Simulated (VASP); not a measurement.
PbSe:

```
Pb Se
1.0
     0.00000    3.06065    3.06065
     3.06065    0.00000    3.06065
     3.06065    3.06065    0.00000
Pb Se
1 1
Direct
  0.00000 0.00000 0.00000
  0.50000 0.50000 0.50000
```

| Item | Value |
| --- | --- |
| Program | VASP 6.6.1 |
| Task | relaxation of cell and atoms |
| Functional | HF |
| Potentials or basis | VASP PAW PBE potentials, release 64 (Pb_d, Se) |
| Cutoff | 600 eV |
| k mesh | 4 × 4 × 4 |
| Occupations | fermi-dirac, width 0.05 eV |
| Spin | no spin polarisation |

At the start: pressure 7.1 GPa; volume 28.67 Å³/atom.

Question: Where does the relaxation end?

Answer: Over 3 steps the energy falls by 73.3 meV/atom and the volume is 32.35 Å³/atom (+12.8 %); space group Fm-3m (No. 225, to 0.1 Å) before and after.

The path:
| step | energy change (eV) | largest force (eV/Å) | pressure (GPa) | volume (Å³) |
| --- | --- | --- | --- | --- |
| 1 | 0.0000 | 0.0000 | 7.09 | 57.34 |
| 2 | -0.1181 | 0.0000 | -2.29 | 68.52 |
| 3 | -0.1466 | 0.0000 | 0.02 | 64.69 |

Final structure:
```xyz
2
Lattice="0.0000 3.1862 3.1862 3.1862 0.0000 3.1862 3.1862 3.1862 0.0000" Properties=species:S:1:pos:R:3 pbc="T T T"
Pb    0.0000    0.0000    0.0000
Se    3.1862    3.1862    3.1862
```

Caveat: the k points lie up to 0.43 Å⁻¹ apart in the final cell; the PAW data sets were made with another functional, which shifts forces and pressure a little.
